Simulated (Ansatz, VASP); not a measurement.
## Zn4SeS3 in VASP and in Ansatz

INCAR

```
ALGO     = Normal         # electronic algorithm
EDIFF    = 1E-6           # SCF threshold, eV
EDIFFG   = -0.01          # ionic threshold
ENCUT    = 520            # plane-wave cutoff, eV
GGA      = PE             # functional
IBRION   = 2              # ionic algorithm
ISIF     = 2              # what is computed and relaxed
ISMEAR   = 0              # smearing method
KPAR     = 4            
LASPH    = True           # aspherical terms in the spheres
LCHARG   = False          # write CHGCAR
LREAL    = False          # projectors in reciprocal space
LWAVE    = False          # write WAVECAR
NELM     = 80             # most SCF steps
NSW      = 50             # ionic steps
PREC     = Accurate       # precision mode
SIGMA    = 0.02           # smearing width, eV
```

KPOINTS

```
k-points
0
Gamma
  6 6 6
```

Contents of POSCAR:

```
Zn4SeS3
1.0
    5.4029807495      0.0000000000      0.0000000000
    0.0000000000      5.4029807495      0.0000000000
    0.0000000000      0.0000000000      5.4029807495
Zn Se S
4 1 3
Direct
    0.7436060000      0.7436060000      0.7436060000
    0.7436060000      0.2563940000      0.2563940000
    0.2563940000      0.7436060000      0.2563940000
    0.2563940000      0.2563940000      0.7436060000
    0.0000000000      0.0000000000      0.0000000000
    0.5000000000      0.5000000000      0.0000000000
    0.5000000000      0.0000000000      0.5000000000
    0.0000000000      0.5000000000      0.5000000000
```

Input for Ansatz:

```yaml
crystal:
  lattice:
    - [5.4029807495, 0.0, 0.0]
    - [0.0, 5.4029807495, 0.0]
    - [0.0, 0.0, 5.4029807495]
  atoms:
    - { symbol: Zn, position: [0.743606, 0.743606, 0.743606] }
    - { symbol: Zn, position: [0.743606, 0.256394, 0.256394] }
    - { symbol: Zn, position: [0.256394, 0.743606, 0.256394] }
    - { symbol: Zn, position: [0.256394, 0.256394, 0.743606] }
    - { symbol: Se, position: [0.0, 0.0, 0.0] }
    - { symbol: S, position: [0.5, 0.5, 0.0] }
    - { symbol: S, position: [0.5, 0.0, 0.5] }
    - { symbol: S, position: [0.0, 0.5, 0.5] }
basis:
  ecutwfc: 420
kpoints:
  mp_grid: { grid: [6, 6, 6] }
hamiltonian:
  xc: pbe
scf:
  occupations: { method: gaussian, width: 0.02 }
output:
  forces: true
  stress: true
  eigenvalues: true
relax:
  adjacent_minimum: "off"
  f_tol: 0.01
  max_steps: 30
```

Alike in both runs: task relaxation of the atoms; functional PBE; k mesh 6 × 6 × 6; occupations gaussian, width 0.02 eV; no spin polarisation.

|  | VASP | Ansatz |
| --- | --- | --- |
| version | VASP 6.6.1 | Ansatz 0.2.0 |
| potentials or method | VASP PAW PBE potentials, release 64 (Zn, Se, S), cutoff 520 eV | scalar-relativistic, plane waves, PAW |
| valence electrons in the cell | 72 | 82 |

VASP gave:

| Property | Result |
| --- | --- |
| gap on the k mesh at the Fermi level, each at its own relaxed structure (eV) | 1.98 |

Estimate Ansatz's values.

gap on the k mesh at the Fermi level, each at its own relaxed structure (eV): 1.97.

VASP's potentials hold 72 valence electrons a cell and Ansatz's 82, so a difference there can come from the potentials and not from the codes. Ansatz's warnings: stress scf threshold loose.
